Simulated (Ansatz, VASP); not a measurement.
**One calculation of Mg2SO, two programs**

The input POSCAR:

```
Mg2SO
1.0
    1.6864981095      0.9737001375      5.5519223103
   -1.6864981095      0.9737001375      5.5519223103
    0.0000000000     -1.9474002750      5.5519223103
O S Mg
1 1 2
Direct
    1.0000000000      0.0000000000      0.0000000000
    0.5000000000      0.5000000000      0.5000000000
    0.2616612352      0.2616612352      0.2616612352
    0.7383387648      0.7383387648      0.7383387648
```

Contents of INCAR.step1:

```
SYSTEM = Mg2SO
PREC = Accurate
ENCUT = 520
ISMEAR = 0
SIGMA = 0.01
LREAL = .FALSE.
LASPH = .TRUE.
NELM = 80
NBANDS = 16
GGA = PE
ALGO = Normal
EDIFF = 1E-4
LWAVE = .TRUE.
LCHARG = .FALSE.
```

Contents of INCAR.step2:

```
SYSTEM = Mg2SO
PREC = Accurate
ENCUT = 520
EDIFF = 1E-7
ISMEAR = 0
SIGMA = 0.01
LREAL = .FALSE.
LASPH = .TRUE.
NELM = 80
ALGO = Normal
ISIF = 2
LWAVE = .FALSE.
LCHARG = .FALSE.
METAGGA = R2SCAN
LMIXTAU = .TRUE.
NBANDS = 16
ISTART = 1
```

The input KPOINTS:

```
Automatic mesh
0
G
  8 8 8
  0 0 0
```

Input for Ansatz:

```yaml
crystal:
  lattice:
    - [1.6864981095, 0.9737001375, 5.5519223103]
    - [-1.6864981095, 0.9737001375, 5.5519223103]
    - [0.0, -1.947400275, 5.5519223103]
  atoms:
    - { symbol: O, position: [1.0, 0.0, 0.0] }
    - { symbol: S, position: [0.5, 0.5, 0.5] }
    - { symbol: Mg, position: [0.2616612352, 0.2616612352, 0.2616612352] }
    - { symbol: Mg, position: [0.7383387648, 0.7383387648, 0.7383387648] }
kpoints:
  mp_grid: { grid: [8, 8, 8] }
hamiltonian:
  xc: r2scan
scf:
  occupations: { method: fixed }
  n_extra_bands: 5
output:
  forces: true
  stress: true
  eigenvalues: true
```

Alike in both runs: task single point; functional r2SCAN; k mesh 8 × 8 × 8; no spin polarisation.

```csv
,VASP,Ansatz
version,VASP 6.6.1,Ansatz 0.2.0
potentials or method,"VASP PAW PBE potentials, release 64 (O, S, Mg)","plane waves, PAW"
plane-wave cutoff (eV),520,500
occupations,"gaussian, width 0.01 eV",fixed
valence electrons in the cell,16,32
```

Ansatz gave:

- gap on the k mesh at the Fermi level (eV): 1.54
- pressure (GPa): -3.0
- rms of the force components (eV/Å): 0.024

Question: Estimate VASP's values.

Answer: gap on the k mesh at the Fermi level (eV): 1.51; pressure (GPa): -3.7; rms of the force components (eV/Å): 0.029.

VASP's potentials were made for PBE, not for r2SCAN. Atom by atom the forces differ by 0.004 eV/Å (rms over components). VASP's potentials hold 16 valence electrons a cell and Ansatz's 32, so a difference there can come from the potentials and not from the codes.
